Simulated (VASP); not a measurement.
# CaSb (P6/mmm) in VASP: further runs

Runs on CaSb. Level: PBE. Tasks: single point, relaxation of cell and atoms.

Everything below comes from runs of VASP 6.6.1. Logs are shortened: lines on timing, memory, paths and dates and some standing lists are left out, and cuts for length are marked.

**1. The cell of the first run**

It takes space group P6/mmm (No. 191, hexagonal). Conventional cell: a = 4.888 Å, b = 4.888 Å, c = 5.496 Å, α = 90.00°, β = 90.00°, γ = 120.00°. Within 3.0 Å of Ca (site symmetry 6mm) lie 1 Ca at 2.30 Å. Sb (site symmetry -6m2) has 3 Sb at 2.82 Å and 6 Ca at 3.24 Å within 3.7 Å.

The cell was built from a structure type or drawn by symmetry, and may not be a known phase.

**2. Single point, PBE**

File INCAR:

```
SYSTEM = CaSb
ALGO     = Normal         ! electronic algorithm
EDIFF    = 1E-6           ! SCF threshold, eV
ENCUT    = 520            ! plane-wave cutoff, eV
GGA      = PE             ! functional
ISIF     = 2              ! what is computed and relaxed
ISMEAR   = 0              ! smearing method
LASPH    = .TRUE.         ! aspherical terms in the spheres
LCHARG   = .FALSE.        ! write CHGCAR
LREAL    = .FALSE.        ! projectors in reciprocal space
LWAVE    = .FALSE.        ! write WAVECAR
NBANDS   = 23             ! bands
NELM     = 100            ! most SCF steps
PREC     = Accurate       ! precision mode
SIGMA    = 0.1            ! smearing width, eV
```

File KPOINTS:

```
k-points
0
G
  6 6 4
  0 0 0
```

File POSCAR:

```
CaSb
1.0
    4.8875531400      0.0000000000      0.0000000000
   -2.4437765700      4.2327451800      0.0000000000
    0.0000000000      0.0000000000      5.4964312700
Ca Sb
2 2
Direct
    0.0000000000      0.0000000000      0.2096406500
    0.0000000000      0.0000000000      0.7903593500
    0.3333333300      0.6666666700      0.5000000000
    0.6666666700      0.3333333300      0.5000000000
```

Potentials or basis: VASP PAW PBE potentials, release 64 (Ca_sv, Sb).

Launch:

```bash
$ cat potpaw_PBE.64/Ca_sv/POTCAR potpaw_PBE.64/Sb/POTCAR > POTCAR
$ mpirun -np 1 vasp_std > vasp.out
```

OUTCAR:

```text
SYSTEM = CaSb
   EDIFF = 1E-6
   ENCUT = 520
   GGA = PE
   ISIF = 2
   ISMEAR = 0
   LASPH = .TRUE.
   LREAL = .FALSE.
   NELM = 100
   PREC = Accurate

 ion  position               nearest neighbor table
   1  0.000  0.000  0.210-   2 2.30   3 3.24   4 3.24   3 3.24   4 3.24   4 3.24   3 3.24
   2  0.000  0.000  0.790-   1 2.30   3 3.24   4 3.24   3 3.24   4 3.24   4 3.24   3 3.24
   3  0.333  0.667  0.500-   4 2.82   4 2.82   4 2.82   1 3.24   2 3.24   2 3.24   1 3.24   2 3.24
                             1 3.24
   4  0.667  0.333  0.500-   3 2.82   3 2.82   3 2.82   1 3.24   2 3.24   1 3.24   2 3.24   1 3.24
                             2 3.24

  LATTYP: Found a hexagonal cell.
 ALAT       =     4.8875531400
 C/A-ratio  =     1.1245772910

  Lattice vectors:

 A1 = (   4.8875531400,   0.0000000000,   0.0000000000)
 A2 = (  -2.4437765700,   4.2327451800,   0.0000000000)
 A3 = (   0.0000000000,   0.0000000000,   5.4964312700)

Analysis of symmetry for initial positions (statically):
=====================================================================
 Subroutine PRICEL returns:
 Original cell was already a primitive cell.

 Routine SETGRP: Setting up the symmetry group for a
 hexagonal supercell.

 Subroutine GETGRP returns: Found 24 space group operations
 (whereof 24 operations were pure point group operations)
 out of a pool of 24 trial point group operations.

The static configuration has the point symmetry D_6h.

Analysis of symmetry for dynamics (positions and initial velocities):
=====================================================================
 Subroutine PRICEL returns:
 Original cell was already a primitive cell.

 Routine SETGRP: Setting up the symmetry group for a
 hexagonal supercell.

 Subroutine GETGRP returns: Found 24 space group operations
 (whereof 24 operations were pure point group operations)
 out of a pool of 24 trial point group operations.

The dynamic configuration has the point symmetry D_6h.

 Subroutine INISYM returns: Found 24 space group operations
 (whereof 24 operations are pure point group operations),
 and found     1 'primitive' translations

----------------------------------------------------------------------------------------

                                     Primitive cell

  volume of cell :     113.7089

  direct lattice vectors                    reciprocal lattice vectors
     4.887553140  0.000000000  0.000000000     0.204601356  0.118126648  0.000000000
    -2.443776570  4.232745180  0.000000000     0.000000000  0.236253296  0.000000000
     0.000000000  0.000000000  5.496431270     0.000000000  0.000000000  0.181936233

  length of vectors
     4.887553140  4.887553139  5.496431270     0.236253296  0.236253296  0.181936233

  position of ions in fractional coordinates (direct lattice)
     0.000000000  0.000000000  0.209640650
     0.000000000  0.000000000  0.790359350
     0.333333330  0.666666670  0.500000000
     0.666666670  0.333333330  0.500000000

  ion indices of the primitive-cell ions
   primitive index   ion index
                 1           1
                 2           2
                 3           3
                 4           4

----------------------------------------------------------------------------------------

 KPOINTS: k-points

Automatic generation of k-mesh.
 Grid dimensions read from file:
 generate k-points for:    6    6    4

 Generating k-lattice:

  Cartesian coordinates                     Fractional coordinates (reciprocal lattice)
     0.034100226  0.019687775  0.000000000     0.166666667  0.000000000  0.000000000
     0.000000000  0.039375549  0.000000000     0.000000000  0.166666667  0.000000000
     0.000000000  0.000000000  0.045484058     0.000000000  0.000000000  0.250000000

  Length of vectors
     0.039375549  0.039375549  0.045484058

  Shift w.r.t. Gamma in fractional coordinates (k-lattice)
     0.000000000  0.000000000  0.000000000

 Subroutine IBZKPT returns following result:
 ===========================================

 Found     21 irreducible k-points:

 Following reciprocal coordinates:
            Coordinates               Weight
  0.000000  0.000000  0.000000      1.000000
  0.166667  0.000000  0.000000      6.000000
  0.333333  0.000000  0.000000      6.000000
  0.500000  0.000000  0.000000      3.000000
  0.166667  0.166667  0.000000      6.000000
  0.333333  0.166667  0.000000     12.000000
[... 13 lines left out ...]
  0.333333  0.166667  0.500000     12.000000
  0.333333  0.333333  0.500000      2.000000
   k-points           NKPTS =     21   k-points in BZ     NKDIM =     21   number of bands    NBANDS=     23
   number of dos      NEDOS =    301   number of ions     NIONS =      4
   total plane-waves  NPLWV =  54432
   dimension x,y,z NGX =    36 NGY =   36 NGZ =   42
   dimension x,y,z NGXF=    72 NGYF=   72 NGZF=   84
   ions per type =               2   2
   NGX,Y,Z   is equivalent  to a cutoff of  12.25, 12.25, 12.70 a.u.
   NGXF,Y,Z  is equivalent  to a cutoff of  24.49, 24.49, 25.41 a.u.
 SYSTEM =  CaSb
   PREC   = accura    normal or accurate (medium, high low for compatibility)
   ISTART =      0    job   : 0-new  1-cont  2-samecut
   ICHARG =      2    charge: 1-file 2-atom 10-const
   ISPIN  =      1    spin polarized calculation?
   LNONCOLLINEAR =      F non collinear calculations
   LSORBIT =      F    spin-orbit coupling
   LASPH  =      T    aspherical Exc in radial PAW
   ENCUT  =  520.0 eV  38.22 Ry    6.18 a.u.   9.09  9.09 10.22*2*pi/ulx,y,z
   NELM   =    100;   NELMIN=  2; NELMDL= -5     # of ELM steps
   EDIFF  = 0.1E-05   stopping-criterion for ELM
   LREAL  =      F    real-space projection
   EDIFFG = 0.1E-04   stopping-criterion for IOM
   NSW    =      0    number of steps for IOM
   IBRION =     -1    ionic relax: 0-MD 1-quasi-New 2-CG
   NFREE  =      0    steps in history (QN), initial steepest desc. (CG)
   ISIF   =      2    stress and relaxation
   ISYM   =      2    0-nonsym 1-usesym 2-fastsym
   POTIM  = 0.5000    time-step for ionic-motion
   TEBEG  =    0.0;   TEEND  =   0.0 temperature during run
   PSTRESS=    0.0 pullay stress
   NELECT =      30.0000    total number of electrons
   NUPDOWN=      -1.0000    fix difference up-down
   EMIN   =  10.00;   EMAX   =-10.00  energy-range for DOS
   EFERMI =   0.00;   METHOD = LEGACY
   ISMEAR =     0;   SIGMA  =   0.10  broadening in eV -4-tet -1-fermi 0-gaus
   EFERMI_NEDOS =   21; number of points for ismear=-14 and -15
   IALGO  =     38    algorithm
   IMIX   =      4    mixing-type and parameters
     AMIX     =   0.40;   BMIX     =  1.00
     AMIX_MAG =   1.60;   BMIX_MAG =  1.00
  volume/ion in A,a.u.               =      28.43       191.84
  Fermi-wavevector in a.u.,A,eV,Ry     =   1.049987  1.984187 15.000042  1.102472
  Thomas-Fermi vector in A             =   2.184972
   LORBIT       =      0    0 simple, 1 ext, 2 COOP (PROOUT), +10 PAW based schemes
   GGA     = PE    functional components
   LHFCALC =     F    Hartree Fock is set to
   AEXX    =    0.0000 exact exchange contribution
   IVDW    =     0    specifies the selected vdW correction
   LEPSILON=     F    determine dielectric tensor
   LRPA    =     F    only Hartree local field effects (RPA)
 non-spin polarized calculation
 Gauss-broadening in eV      SIGMA  =   0.10
  energy-cutoff  :      520.00
  volume of cell :      113.71
 maximum number of plane-waves:      3088
   NGX = 19   NGY = 19   NGZ = 21

 number of electron      29.9999999 magnetization

 Free energy of the ion-electron system (eV)
  ---------------------------------------------------
  ext. energy  EPLUGINS =         0.00000000
  ---------------------------------------------------
  free energy    TOTEN  =       -10.11889325 eV

  energy without entropy =      -10.09897700  energy(sigma->0) =      -10.10893512

 E-fermi :   5.9504     XC(G=0):  -9.2293

 val. band max:        5.9229738270   @ k =   0.5000   0.0000   0.2500
 cond. band min:       5.9709468885   @ k =   0.3333   0.0000   0.0000
 fundamental gap:      0.0479730615
 Fermi energy:         5.9503531415

 k-point     1 :       0.0000    0.0000    0.0000
  band No.  band energies     occupation
      1     -36.2629      2.00000
      2     -35.5753      2.00000
      3     -18.6005      2.00000
      4     -17.1047      2.00000
      5     -17.1047      2.00000
      6     -16.6340      2.00000
[... 15 lines left out ...]
     22       8.4645      0.00000
     23       8.7596      0.00000

 k-point     2 :       0.1667    0.0000    0.0000
  band No.  band energies     occupation
      1     -36.2628      2.00000
      2     -35.5752      2.00000
      3     -18.5992      2.00000
      4     -17.1105      2.00000
      5     -17.1061      2.00000
      6     -16.6367      2.00000
[... 15 lines left out ...]
     22       8.7112      0.00000
     23       9.0830      0.00000

 k-point     3 :       0.3333    0.0000    0.0000
  band No.  band energies     occupation
      1     -36.2625      2.00000
      2     -35.5750      2.00000
      3     -18.5967      2.00000
      4     -17.1220      2.00000
      5     -17.1087      2.00000
      6     -16.6420      2.00000
[... 15 lines left out ...]
     22       9.0879      0.00000
     23       9.6773      0.00000
[... 417 lines left out ...]
 k-point    20 :       0.3333    0.1667    0.5000
  band No.  band energies     occupation
      1     -36.2379      2.00000
      2     -35.6041      2.00000
      3     -18.3783      2.00000
      4     -17.0844      2.00000
      5     -17.0768      2.00000
      6     -16.6885      2.00000
[... 15 lines left out ...]
     22       9.2486      0.00000
     23       9.3127      0.00000

 k-point    21 :       0.3333    0.3333    0.5000
  band No.  band energies     occupation
      1     -36.2378      2.00000
      2     -35.6041      2.00000
      3     -18.3781      2.00000
      4     -17.0816      2.00000
      5     -17.0816      2.00000
      6     -16.6847      2.00000
[... 15 lines left out ...]
     22       8.7936      0.00000
     23      10.1550      0.00000

------------------------ aborting loop because EDIFF is reached ----------------------------------------

  FORCE on cell =-STRESS in cart. coord.  units (eV):
  Direction    XX          YY          ZZ          XY          YZ          ZX
  --------------------------------------------------------------------------------------
  -------------------------------------------------------------------------------------
  Total        5.4943529      5.4943529     11.2984502      0.0000000      0.0000000      0.0000000
  in kB       77.4163549     77.4163548    159.1970592      0.0000000      0.0000000      0.0000000
  external PRESSURE =     104.6765896 kB  Pullay stress =       0.0000000 kB

 VOLUME and BASIS-vectors are now :
 -----------------------------------------------------------------------------
  energy-cutoff  :      520.00
  volume of cell :      113.71
      direct lattice vectors                 reciprocal lattice vectors
     4.887553140  0.000000000  0.000000000     0.204601356  0.118126648  0.000000000
    -2.443776570  4.232745180  0.000000000     0.000000000  0.236253296  0.000000000
     0.000000000  0.000000000  5.496431270     0.000000000  0.000000000  0.181936233

 POSITION                                       TOTAL-FORCE (eV/Angst)
 -----------------------------------------------------------------------------------
      0.00000      0.00000      1.15228         0.000000     -0.000000      3.600554
      0.00000      0.00000      4.34416         0.000000      0.000000     -3.600554
     -0.00000      2.82183      2.74822        -0.000000      0.000000      0.000000
      2.44378      1.41092      2.74822        -0.000000      0.000000     -0.000000
 -----------------------------------------------------------------------------------
    total drift:                               -0.000000      0.000000      0.000000

  FREE ENERGIE OF THE ION-ELECTRON SYSTEM (eV)
  ---------------------------------------------------
  free  energy   TOTEN  =       -10.1188932451 eV

  energy  without entropy=      -10.0989769993  energy(sigma->0) =      -10.10893512
```

It took 39 s on 1 thread of Intel Xeon 6975P-C (Granite Rapids), shared host; peak memory 0.24 GiB.

What came out:

* Free energy: -10.1189 eV
* Pressure: 10.5 GPa
* Largest force: 3.601 eV/Å
* Band gap on the k mesh: zero (bands 15 and 16 overlap by 1.76 eV)

Forces in eV/Å, atoms in the order of the input:
```
Ca   0.000  0.000  3.601
Ca   0.000  0.000 -3.601
Sb   0.000  0.000  0.000
Sb   0.000  0.000  0.000
```

Caveat: the cell stands under pressure; spin-orbit coupling is left out, which moves the levels of the heavy elements; forces of over 1 eV/Å act on the atoms, so gaps and moduli don't describe the material at rest.

**3. Single point, PBE**

This run uses another cell than the first one, of 43.71 Å³/atom.

File INCAR:

```
ALGO = Normal ; EDIFF = 1E-7
ENCUT = 520 ; GGA = PE
ISIF = 2 ; ISMEAR = 0
LASPH = True ; LCHARG = False
LREAL = False ; LWAVE = False
NBANDS = 23 ; NELM = 100
PREC = Accurate ; SIGMA = 0.1
```

File KPOINTS:

```
k-points
0
Gamma
  6 6 4
```

File POSCAR:

```
CaSb
1.0
    5.1504613970      0.0000000000      0.0000000000
   -2.5752306985      4.4604304111      0.0000000000
    0.0000000000      0.0000000000      7.6097452803
Ca Sb
2 2
Direct
    0.0000000000      0.0000000000      0.2725299665
    0.0000000000      0.0000000000      0.7274700335
    0.3333333333      0.6666666667      0.5000000000
    0.6666666667      0.3333333333      0.5000000000
```

Potentials or basis: VASP PAW PBE potentials, release 64 (Ca_sv, Sb).

Launch:

```bash
$ cat potpaw_PBE.64/Ca_sv/POTCAR potpaw_PBE.64/Sb/POTCAR > POTCAR
$ mpirun -np 1 vasp_std > vasp.out
```

Wall time 88 s (1 thread of Intel Xeon 6975P-C (Granite Rapids), shared host); peak memory 0.32 GiB.

It converged, with:

| Quantity | Value |
| --- | --- |
| Free energy | -12.8244 eV |
| Pressure | 0.1 GPa |
| Largest force | 0.054 eV/Å |
| Band gap on the k mesh | zero (bands 15 and 16 overlap by 1.38 eV) |

Forces on the atoms (eV/Å):
```
Ca   0.000  0.000 -0.054
Ca   0.000  0.000  0.054
Sb   0.000  0.000  0.000
Sb   0.000  0.000  0.000
```

Stress tensor (GPa, compression positive):
```
0.08 0.00 0.00
0.00 0.08 0.00
0.00 0.00 0.18
```

Levels at points of the mesh, in eV from the Fermi level:
```csv
k point,band 13,band 14,band 15,band 16,band 17,band 18
"(0.00, 0.00, 0.00)",-3.48,-1.27,-0.91,-0.91,0.65,1.06
"(0.50, 0.00, 0.00)",-2.42,-1.72,0.25,0.37,1.47,1.54
"(0.00, 0.00, 0.50)",-3.48,-0.90,-0.90,-0.26,0.83,1.02
"(0.50, 0.00, 0.50)",-2.53,-1.90,0.47,1.13,1.49,1.74
```

Caveat: spin-orbit coupling is left out, which moves the levels of the heavy elements.

**4. Relaxation of cell and atoms, PBE**

File INCAR:

```
SYSTEM = CaSb
  PREC = Accurate
  ENCUT = 600
  EDIFF = 1E-6
  ISMEAR = 0
  SIGMA = 0.1
  LREAL = .False.
  LASPH = .True.
  NELM = 100
  ALGO = Normal
  ISIF = 3
  LWAVE = .False.
  LCHARG = .False.
  GGA = PE
  IBRION = 2
  NSW = 90
  EDIFFG = -0.04
```

File KPOINTS:

```
regular mesh
0
Gamma
  6 6 4
  0 0 0
```

File POSCAR:

```
CaSb
1.0
    4.8875531400      0.0000000000      0.0000000000
   -2.4437765700      4.2327451800      0.0000000000
    0.0000000000      0.0000000000      5.4964312700
Ca Sb
2 2
Direct
    0.0000000000      0.0000000000      0.2096406500
    0.0000000000      0.0000000000      0.7903593500
    0.3333333300      0.6666666700      0.5000000000
    0.6666666700      0.3333333300      0.5000000000
```

Launch:

```bash
$ cat potpaw_PBE.64/Ca_sv/POTCAR potpaw_PBE.64/Sb/POTCAR > POTCAR
$ mpirun -np 1 vasp_std > vasp.out
```

Run time: 6.2 min. Hardware: 1 thread of Intel Xeon 6975P-C (Granite Rapids), shared host; peak memory 0.29 GiB.

The run converged. Its results:

| Item | Value |
| --- | --- |
| Free energy | -12.8164 eV |
| Relaxed volume | 43.65 Å³/atom |
| Relaxed cell | a = 5.144 Å, b = 5.144 Å, c = 7.619 Å, α = 90.00°, β = 90.00°, γ = 120.00° |
| Space group after relaxing (to 0.1 Å) | P6/mmm (No. 191) |
| Energy gained by relaxing | 674.2 meV/atom |
| Ionic steps | 10 |
| Pressure after relaxing | 0.0 GPa |
| Largest force after relaxing | 0.028 eV/Å |
| Band gap on the k mesh | zero (bands 15 and 16 overlap by 1.33 eV) |

Forces in eV/Å, atoms in the order of the input:
```
Ca   0.000  0.000  0.028
Ca   0.000  0.000 -0.028
Sb   0.000  0.000  0.000
Sb   0.000  0.000  0.000
```

Step by step:
```
step  energy change (eV)  largest force (eV/Å)  pressure (GPa)  volume (Å³)
   1              0.0000                3.6006           10.48       113.71
   2             -2.0277                1.3175            1.91       146.94
   3             -2.3841                0.6381           -0.23       165.12
   4             -2.4213                0.3819           -1.20       174.42
   5             -2.6141                0.0570            0.11       168.60
   6             -2.6433                0.1475            1.04       165.16
   7             -2.6901                0.0264            0.24       171.69
   8             -2.6961                0.0533           -0.16       175.42
   9             -2.6962                0.0457           -0.12       175.05
  10             -2.6970                0.0279            0.02       174.59
```

Final structure:
```cif
data_structure
_symmetry_space_group_name_H-M 'P 1'
_symmetry_Int_Tables_number 1
_cell_length_a 5.1441
_cell_length_b 5.1441
_cell_length_c 7.6185
_cell_angle_alpha 90.000
_cell_angle_beta 90.000
_cell_angle_gamma 120.000
_cell_volume 174.59
loop_
_atom_site_label
_atom_site_type_symbol
_atom_site_fract_x
_atom_site_fract_y
_atom_site_fract_z
_atom_site_occupancy
Ca1 Ca 0.00000 0.00000 0.26980 1
Ca2 Ca 0.00000 0.00000 0.73020 1
Sb1 Sb 0.33333 0.66667 0.50000 1
Sb2 Sb 0.66667 0.33333 0.50000 1
```

Levels at points of the mesh, in eV from the Fermi level:
| k point | band 12 | band 13 | band 14 | band 15 | band 16 | band 17 | band 18 | band 19 |
| --- | --- | --- | --- | --- | --- | --- | --- | --- |
| (0.00, 0.00, 0.00) | -3.46 | -3.46 | -1.29 | -0.88 | -0.88 | 0.66 | 1.07 | 1.85 |
| (0.50, 0.00, 0.00) | -2.89 | -2.43 | -1.71 | 0.24 | 0.36 | 1.51 | 1.54 | 2.00 |
| (0.00, 0.00, 0.50) | -3.46 | -3.46 | -0.87 | -0.87 | -0.28 | 0.82 | 1.03 | 1.48 |
| (0.50, 0.00, 0.50) | -2.82 | -2.54 | -1.90 | 0.45 | 1.09 | 1.54 | 1.79 | 1.82 |

Caveat: the volume moved by over 15 % at a fixed basis, so the end points are rough; spin-orbit coupling is left out, which moves the levels of the heavy elements.

[end of part 1 of 2]
